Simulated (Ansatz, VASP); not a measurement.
LiF in VASP and in Ansatz

```
CELL_PARAMETERS angstrom
3.12899 0.00000 0.00000
-1.56450 2.70979 0.00000
0.00000 0.00000 4.92847
ATOMIC_POSITIONS crystal
Li 0.33333 0.66667 0.38398
Li 0.66667 0.33333 0.88398
F 0.33333 0.66667 0.99102
F 0.66667 0.33333 0.49102
```

Alike in both runs: task single point; functional LDA; k mesh 9 × 9 × 6; occupations gaussian, width 0.05 eV; no spin polarisation.

|  | VASP | Ansatz |
| --- | --- | --- |
| version | VASP 6.6.1 | Ansatz 0.2.0 |
| potentials or method | VASP PAW LDA potentials, release 64 (Li_sv, F), cutoff 520 eV | scalar-relativistic, plane waves, PAW |
| valence electrons in the cell | 20 | 20 |

VASP gave:

- gap on the k mesh at the Fermi level (eV): 7.21
- least direct gap on the mesh (eV): 7.21
- rms of the force components (eV/Å): 0.046

Q: Which values does Ansatz return?

A: gap on the k mesh at the Fermi level (eV): 7.22; least direct gap on the mesh (eV): 7.22; rms of the force components (eV/Å): 0.046.

LDA's correlation is that of Perdew and Zunger in VASP and of Perdew and Wang (1992) in Ansatz. Atom by atom the forces differ by 0.000 eV/Å (rms over components).

Noted on VASP's run: the cutoff is short for stress, so the pressure is rough.
